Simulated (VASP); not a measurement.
W, 1 atom in the cell. It takes space group R-3m (No. 166, trigonal). Conventional cell: a = 4.251 Å, b = 4.251 Å, c = 3.124 Å, α = 90.00°, β = 90.00°, γ = 120.00°. Within 3.5 Å of W (site symmetry -3m) lie 14 W at 2.67 to 3.22 Å.  This cell differs from its parent crystal: ratio of the length along [111] to the lengths across it x 1.2, volume and fractional coordinates fixed.

| Quantity | Value |
| --- | --- |
| Program | VASP 6.6.1 |
| Task | single point |
| Functional | PBEsol |
| Potentials or basis | VASP PAW PBE potentials, release 64 (W_sv) |
| Cutoff | 520 eV |
| k mesh | 24 × 24 × 24 |
| Occupations | gaussian, width 0.15 eV |
| Spin | no spin polarisation |
| Dipole correction | no |
| Further INCAR settings | ALGO = Fast; EDIFF = 1e-06; NBANDS = 13 |

Potentials or basis: VASP PAW PBE potentials, release 64 (W_sv).

The run is started by

```console
$ cat potpaw_PBE.64/W_sv/POTCAR > POTCAR
$ mpirun -np 1 vasp_std > vasp.out
```

Hardware: 1 thread of Intel Xeon 8259CL, on a shared host.

Q: How long does it take, and how much memory?

A: It took 4.2 min on 1 thread of Intel Xeon 8259CL, on a shared host, peak memory 0.35 GiB. Counts: scf iterations 13, k points 1313.
